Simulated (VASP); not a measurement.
Write the native input for VASP 6.6.1 that does the following.

```
Task                   : single point
Functional             : PBEsol
Potentials or basis    : VASP PAW PBE potentials, release 64 (W_sv, C_h)
Cutoff                 : 1300 eV
k mesh                 : 10 × 10 × 6
Occupations            : fermi-dirac, width 0.1 eV
Spin                   : no spin polarisation
Dipole correction      : no
Further INCAR settings : ALGO = Normal; EDIFF = 1e-06; NBANDS = 23
```

The structure of W2C lies in POSCAR:

```
W2C
1.0
    3.0302337308      0.0000000000      0.0000000000
   -1.5151168654      2.6242593903      0.0000000000
    0.0000000000      0.0000000000      4.6551221247
W C
2 1
Direct
    0.3333333333      0.6666666667      0.7454044543
    0.6666666667      0.3333333333      0.2545955457
    0.0000000000      0.0000000000      0.0000000000
```

These files were run (other wordings do the same):

INCAR

```
PREC = Accurate ; ENCUT = 1300
EDIFF = 1E-6 ; ISMEAR = -1
SIGMA = 0.1 ; LREAL = False
LASPH = True ; NELM = 120
ALGO = Normal ; ISIF = 2
LWAVE = False ; LCHARG = False
GGA = PS ; NBANDS = 23
GGA_COMPAT = False
```

KPOINTS

```
Automatic mesh
0
Gamma
  10 10 6
```

Potentials or basis: VASP PAW PBE potentials, release 64 (W_sv, C_h).

Run with:

```bash
$ cat potpaw_PBE.64/W_sv/POTCAR potpaw_PBE.64/C_h/POTCAR > POTCAR
$ mpirun -np 1 vasp_std > vasp.out
```

It gave:

The pressure is 0.9 GPa. The largest force is 0.059 eV/Å. The band gap on the k mesh is zero (bands 16 and 17 overlap by 2.67 eV).

Caveat: the PAW data sets were made with another functional, which shifts forces and pressure a little; spin-orbit coupling is left out, which moves the levels of the heavy elements.

Run time: 2.3 min on 1 thread of Intel(R) Xeon(R) Platinum 8259CL CPU @ 2.50GHz (Skylake/Cascade Lake) (shared host), peak memory 0.4 GiB.
